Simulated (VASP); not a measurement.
# Tl (P6_3/mmc) in VASP: a series of runs

The runs below take Tl through single point, with LDA.

Everything below comes from runs of VASP 6.6.1. Logs are shortened: lines on timing, memory, paths and dates and some standing lists are left out, and cuts for length are marked.

## Step 1: The cell of the first run

The structure is hexagonal, space group P6_3/mmc (No. 194). Conventional cell: a = 3.401 Å, b = 3.401 Å, c = 5.443 Å, α = 90.00°, β = 90.00°, γ = 120.00°. Tl (site symmetry -6m2) has 12 Tl at 3.36 to 3.40 Å within 4.4 Å.

## Step 2: Single point, LDA

INCAR reads:

```
  ALGO = Normal
  EDIFF = 1E-7
  ENCUT = 520
  GGA = CA
  ISIF = 2
  ISMEAR = -1
  LASPH = T
  LCHARG = F
  LREAL = F
  LWAVE = F
  NBANDS = 20
  NELM = 60
  PREC = Accurate
  SIGMA = 1.0
```

KPOINTS reads:

```
k-points
0
Gamma
  11 11 6
```

POSCAR reads:

```
Tl
1.0
    3.4014029632      0.0000000000      0.0000000000
   -1.7007014816      2.9457013746      0.0000000000
    0.0000000000      0.0000000000      5.4430041633
Tl
2
Direct
    0.3333333333      0.6666666667      0.2500000000
    0.6666666667      0.3333333333      0.7500000000
```

Potentials or basis: VASP PAW LDA potentials, release 64 (Tl_d).

The run is started by

```bash
cat potpaw_LDA.64/Tl_d/POTCAR > POTCAR
mpirun -np 1 vasp_std > vasp.out
```

OUTCAR:

```text
EDIFF = 1E-7
   ENCUT = 520
   GGA = CA
   ISIF = 2
   ISMEAR = -1
   LASPH = T
   LREAL = F
   NELM = 60
   PREC = Accurate

 ion  position               nearest neighbor table
   1  0.333  0.667  0.250-   2 3.36   2 3.36   2 3.36   2 3.36   2 3.36   2 3.36
   2  0.667  0.333  0.750-   1 3.36   1 3.36   1 3.36   1 3.36   1 3.36   1 3.36

  LATTYP: Found a hexagonal cell.
 ALAT       =     3.4014029632
 C/A-ratio  =     1.6002232673

  Lattice vectors:

 A1 = (   3.4014029632,   0.0000000000,   0.0000000000)
 A2 = (  -1.7007014816,   2.9457013746,   0.0000000000)
 A3 = (   0.0000000000,   0.0000000000,   5.4430041633)

Analysis of symmetry for initial positions (statically):
=====================================================================
 Subroutine PRICEL returns:
 Original cell was already a primitive cell.

 Routine SETGRP: Setting up the symmetry group for a
 hexagonal supercell.

 Subroutine GETGRP returns: Found 24 space group operations
 (whereof 12 operations were pure point group operations)
 out of a pool of 24 trial point group operations.

The static configuration has the point symmetry D_3d.
 The point group associated with its full space group is D_6h.

Analysis of symmetry for dynamics (positions and initial velocities):
=====================================================================
 Subroutine PRICEL returns:
 Original cell was already a primitive cell.

 Routine SETGRP: Setting up the symmetry group for a
 hexagonal supercell.

 Subroutine GETGRP returns: Found 24 space group operations
 (whereof 12 operations were pure point group operations)
 out of a pool of 24 trial point group operations.

The dynamic configuration has the point symmetry D_3d.
 The point group associated with its full space group is D_6h.

 Subroutine INISYM returns: Found 24 space group operations
 (whereof 12 operations are pure point group operations),
 and found     1 'primitive' translations

----------------------------------------------------------------------------------------

                                     Primitive cell

  volume of cell :      54.5363

  direct lattice vectors                    reciprocal lattice vectors
     3.401402963  0.000000000  0.000000000     0.293996334  0.169738862  0.000000000
    -1.700701482  2.945701375  0.000000000     0.000000000  0.339477725  0.000000000
     0.000000000  0.000000000  5.443004163     0.000000000  0.000000000  0.183722071

  length of vectors
     3.401402963  3.401402963  5.443004163     0.339477725  0.339477725  0.183722071

  position of ions in fractional coordinates (direct lattice)
     0.333333333  0.666666667  0.250000000
     0.666666667  0.333333333  0.750000000

  ion indices of the primitive-cell ions
   primitive index   ion index
                 1           1
                 2           2

----------------------------------------------------------------------------------------

 KPOINTS: k-points

Automatic generation of k-mesh.
 Grid dimensions read from file:
 generate k-points for:   11   11    6

 Generating k-lattice:

  Cartesian coordinates                     Fractional coordinates (reciprocal lattice)
     0.026726939  0.015430806  0.000000000     0.090909091  0.000000000  0.000000000
     0.000000000  0.030861611  0.000000000     0.000000000  0.090909091  0.000000000
     0.000000000  0.000000000  0.030620345     0.000000000  0.000000000  0.166666667

  Length of vectors
     0.030861611  0.030861611  0.030620345

  Shift w.r.t. Gamma in fractional coordinates (k-lattice)
     0.000000000  0.000000000  0.000000000

 Subroutine IBZKPT returns following result:
 ===========================================

 Found     64 irreducible k-points:

 Following reciprocal coordinates:
            Coordinates               Weight
  0.000000  0.000000  0.000000      1.000000
  0.090909 -0.000000  0.000000      6.000000
  0.181818 -0.000000  0.000000      6.000000
  0.272727  0.000000  0.000000      6.000000
  0.363636  0.000000  0.000000      6.000000
  0.454545 -0.000000  0.000000      6.000000
[... 16 lines left out ...]
  0.090909  0.090909  0.166667     12.000000
  0.181818  0.090909  0.166667     24.000000
 [... further k-points ...]
   k-points           NKPTS =     64   k-points in BZ     NKDIM =     64   number of bands    NBANDS=     20
   number of dos      NEDOS =    301   number of ions     NIONS =      2
   total plane-waves  NPLWV =  31360
   dimension x,y,z NGX =    28 NGY =   28 NGZ =   40
   dimension x,y,z NGXF=    56 NGYF=   56 NGZF=   80
   ions per type =               2
   NGX,Y,Z   is equivalent  to a cutoff of  13.69, 13.69, 12.22 a.u.
   NGXF,Y,Z  is equivalent  to a cutoff of  27.37, 27.37, 24.43 a.u.
 SYSTEM =  unknown system
   PREC   = accura    normal or accurate (medium, high low for compatibility)
   ISTART =      0    job   : 0-new  1-cont  2-samecut
   ICHARG =      2    charge: 1-file 2-atom 10-const
   ISPIN  =      1    spin polarized calculation?
   LNONCOLLINEAR =      F non collinear calculations
   LSORBIT =      F    spin-orbit coupling
   LASPH  =      T    aspherical Exc in radial PAW
   ENCUT  =  520.0 eV  38.22 Ry    6.18 a.u.   6.32  6.32 10.12*2*pi/ulx,y,z
   NELM   =     60;   NELMIN=  2; NELMDL= -5     # of ELM steps
   EDIFF  = 0.1E-06   stopping-criterion for ELM
   LREAL  =      F    real-space projection
   EDIFFG = 0.1E-05   stopping-criterion for IOM
   NSW    =      0    number of steps for IOM
   IBRION =     -1    ionic relax: 0-MD 1-quasi-New 2-CG
   NFREE  =      0    steps in history (QN), initial steepest desc. (CG)
   ISIF   =      2    stress and relaxation
   ISYM   =      2    0-nonsym 1-usesym 2-fastsym
   POTIM  = 0.5000    time-step for ionic-motion
   TEBEG  =    0.0;   TEEND  =   0.0 temperature during run
   PSTRESS=    0.0 pullay stress
   NELECT =      26.0000    total number of electrons
   NUPDOWN=      -1.0000    fix difference up-down
   EMIN   =  10.00;   EMAX   =-10.00  energy-range for DOS
   EFERMI =   0.00;   METHOD = LEGACY
   ISMEAR =    -1;   SIGMA  =   1.00  broadening in eV -4-tet -1-fermi 0-gaus
   EFERMI_NEDOS =   21; number of points for ismear=-14 and -15
   IALGO  =     38    algorithm
   IMIX   =      4    mixing-type and parameters
     AMIX     =   0.40;   BMIX     =  1.00
     AMIX_MAG =   1.60;   BMIX_MAG =  1.00
  volume/ion in A,a.u.               =      27.27       184.01
  Fermi-wavevector in a.u.,A,eV,Ry     =   1.278903  2.416775 22.253577  1.635592
  Thomas-Fermi vector in A             =   2.411419
   LORBIT       =      0    0 simple, 1 ext, 2 COOP (PROOUT), +10 PAW based schemes
   GGA     = CA    functional components
   LHFCALC =     F    Hartree Fock is set to
   AEXX    =    0.0000 exact exchange contribution
   IVDW    =     0    specifies the selected vdW correction
   LEPSILON=     F    determine dielectric tensor
   LRPA    =     F    only Hartree local field effects (RPA)
 non-spin polarized calculation
  energy-cutoff  :      520.00
  volume of cell :       54.54
 maximum number of plane-waves:      1496
 NGX is ok and might be reduce to    28
   NGX = 13   NGY = 13   NGZ = 21

 number of electron      25.9999999 magnetization

 Free energy of the ion-electron system (eV)
  ---------------------------------------------------
  ext. energy  EPLUGINS =         0.00000000
  ---------------------------------------------------
  free energy    TOTEN  =        -7.31823363 eV

  energy without entropy =       -4.50984782  energy(sigma->0) =       -5.91404073

 E-fermi :   6.7217     XC(G=0): -10.7389

 val. band max:        6.7211525221   @ k =   0.3636   0.0909   0.3333
 cond. band min:       6.7327845685   @ k =   0.3636   0.0000   0.0000
 fundamental gap:      0.0116320464
 Fermi energy:         6.7216899751

 k-point     1 :       0.0000    0.0000    0.0000
  band No.  band energies     occupation
      1      -5.0590      1.99998
      2      -4.7769      1.99998
      3      -4.7500      1.99998
      4      -4.7500      1.99998
      5      -4.6880      1.99998
      6      -4.6880      1.99998
[... 12 lines left out ...]
     19      17.9562      0.00003
     20      18.0493      0.00002

 k-point     2 :       0.0909   -0.0000    0.0000
  band No.  band energies     occupation
      1      -5.0260      1.99998
      2      -4.8129      1.99998
      3      -4.7098      1.99998
      4      -4.7080      1.99998
      5      -4.6901      1.99998
      6      -4.6507      1.99998
[... 12 lines left out ...]
     19      17.9943      0.00003
     20      18.6343      0.00001

 k-point     3 :       0.1818   -0.0000    0.0000
  band No.  band energies     occupation
      1      -4.9975      1.99998
      2      -4.8233      1.99998
      3      -4.7181      1.99998
      4      -4.7128      1.99998
      5      -4.6814      1.99998
      6      -4.6125      1.99998
[... 12 lines left out ...]
     19      17.4947      0.00004
     20      18.7686      0.00001

 k-point     4 :       0.2727    0.0000    0.0000
  band No.  band energies     occupation
      1      -5.0564      1.99998
      2      -4.8330      1.99998
      3      -4.8224      1.99998
      4      -4.7361      1.99998
      5      -4.6744      1.99998
      6      -4.4920      1.99997
[... 12 lines left out ...]
     19      16.6120      0.00010
     20      17.8052      0.00003

 k-point     5 :       0.3636    0.0000    0.0000
  band No.  band energies     occupation
      1      -5.1281      1.99999
      2      -4.9319      1.99998
      3      -4.8862      1.99998
      4      -4.7823      1.99998
      5      -4.5973      1.99998
      6      -4.5267      1.99997
[... 12 lines left out ...]
     19      15.7954      0.00023
     20      17.1386      0.00006
[... 353 lines left out ...]
      6      -4.5388      1.99997
[... 12 lines left out ...]
     19      15.6036      0.00028
     20      16.7556      0.00009

 k-point    22 :       0.4545   -0.0000    0.1667
  band No.  band energies     occupation
      1      -5.1475      1.99999
      2      -5.0628      1.99998
      3      -4.8812      1.99998
      4      -4.7709      1.99998
      5      -4.6807      1.99998
      6      -4.4966      1.99997
[... 12 lines left out ...]
     19      15.4136      0.00034
     20      16.4767      0.00012

 k-point    23 :       0.0909    0.0909    0.1667
  band No.  band energies     occupation
      1      -4.9635      1.99998
      2      -4.8384      1.99998
      3      -4.7618      1.99998
      4      -4.7138      1.99998
      5      -4.6942      1.99998
      6      -4.6309      1.99998
[... 12 lines left out ...]
     19      17.2967      0.00005
     20      18.1761      0.00002

 k-point    24 :       0.1818    0.0909    0.1667
  band No.  band energies     occupation
      1      -4.9707      1.99998
      2      -4.8550      1.99998
      3      -4.7952      1.99998
      4      -4.7209      1.99998
      5      -4.6980      1.99998
      6      -4.5497      1.99997
[... 12 lines left out ...]
     19      17.2016      0.00006
     20      18.0612      0.00002

 [... further k-points ...]

------------------------ aborting loop because EDIFF is reached ----------------------------------------

  FORCE on cell =-STRESS in cart. coord.  units (eV):
  Direction    XX          YY          ZZ          XY          YZ          ZX
  --------------------------------------------------------------------------------------
  -------------------------------------------------------------------------------------
  Total        1.1072949      1.1072949      1.3041568     -0.0000000      0.0000000      0.0000000
  in kB       32.5303254     32.5303254     38.3137727     -0.0000000      0.0000000      0.0000000
  external PRESSURE =      34.4581412 kB  Pullay stress =       0.0000000 kB

 VOLUME and BASIS-vectors are now :
 -----------------------------------------------------------------------------
  energy-cutoff  :      520.00
  volume of cell :       54.54
      direct lattice vectors                 reciprocal lattice vectors
     3.401402963  0.000000000  0.000000000     0.293996334  0.169738862  0.000000000
    -1.700701482  2.945701375  0.000000000     0.000000000  0.339477725  0.000000000
     0.000000000  0.000000000  5.443004163     0.000000000  0.000000000  0.183722071

 POSITION                                       TOTAL-FORCE (eV/Angst)
 -----------------------------------------------------------------------------------
     -0.00000      1.96380      1.36075        -0.000000      0.000000      0.000000
      1.70070      0.98190      4.08225         0.000000     -0.000000      0.000000
 -----------------------------------------------------------------------------------
    total drift:                               -0.000000      0.000000      0.000000

  FREE ENERGIE OF THE ION-ELECTRON SYSTEM (eV)
  ---------------------------------------------------
  free  energy   TOTEN  =        -7.3182336300 eV

  energy  without entropy=       -4.5098478227  energy(sigma->0) =       -5.91404073
```

Wall time 37 s (1 thread of Intel Xeon Platinum 8488C (Sapphire Rapids), shared host); peak memory 0.18 GiB.

Results:

```yaml
Free_energy: -7.3182 eV
Pressure: 3.4 GPa
Band_gap_on_the_k_mesh: zero (bands 13 and 14 overlap by 5.97 eV)
```

Stress tensor (GPa, compression positive):
```
3.25 0.00 0.00
0.00 3.25 0.00
0.00 0.00 3.83
```

Levels at points of the mesh, in eV from the Fermi level:
```tsv
k point	band 11	band 12	band 13	band 14	band 15	band 16
(0.00, 0.00, 0.00)	-10.31	-5.02	-2.97	8.33	8.33	10.53
(0.00, 0.00, 0.50)	-8.80	-8.80	3.58	3.58	9.35	9.35
```

Caveat: the cell stands under pressure; so wide a smearing shifts energies and pressures; spin-orbit coupling is left out, which moves the levels of the heavy elements.

## Step 3: Single point, LDA

INCAR reads:

```
SYSTEM = Tl
PREC     = Accurate       ! precision mode
ENCUT    = 520            ! plane-wave cutoff, eV
EDIFF    = 1E-6           ! SCF threshold, eV
ISMEAR   = 0              ! smearing method
SIGMA    = 0.01           ! smearing width, eV
LREAL    = .FALSE.        ! projectors in reciprocal space
LASPH    = .TRUE.         ! aspherical terms in the spheres
NELM     = 80             ! most SCF steps
ALGO     = Normal         ! electronic algorithm
ISIF     = 2              ! what is computed and relaxed
LWAVE    = .FALSE.        ! write WAVECAR
LCHARG   = .FALSE.        ! write CHGCAR
GGA      = CA             ! functional
NBANDS   = 20             ! bands
```

KPOINTS reads:

```
regular mesh
0
G
  11 11 6
  0 0 0
```

POSCAR is that of step 2.

Potentials or basis: VASP PAW LDA potentials, release 64 (Tl_d).

The run is started by

```bash
cat potpaw_LDA.64/Tl_d/POTCAR > POTCAR
mpirun -np 1 vasp_std > vasp.out
```

It took 31 s on 1 thread of Intel Xeon Platinum 8488C (Sapphire Rapids), shared host; peak memory 0.19 GiB.

Results (log left out):

```yaml
Free_energy: -5.8733 eV
Pressure: 0.1 GPa
Band_gap_on_the_k_mesh: zero (bands 13 and 14 overlap by 5.97 eV)
```

Stress tensor (GPa, compression positive):
```
-0.29  0.00  0.00
 0.00 -0.29  0.00
 0.00  0.00  0.75
```

Levels at points of the mesh, in eV from the Fermi level:
```csv
k point,band 9,band 10,band 11,band 12,band 13,band 14,band 15,band 16,band 17,band 18
"(0.00, 0.00, 0.00)",-10.98,-10.98,-10.33,-5.04,-2.98,8.32,8.32,10.51,10.51,10.51
"(0.00, 0.00, 0.50)",-11.11,-11.11,-8.82,-8.82,3.56,3.56,9.33,9.33,9.33,9.33
```

Caveat: spin-orbit coupling is left out, which moves the levels of the heavy elements.

The gap in the log of VASP goes by the Fermi energy; the results here count the filled bands.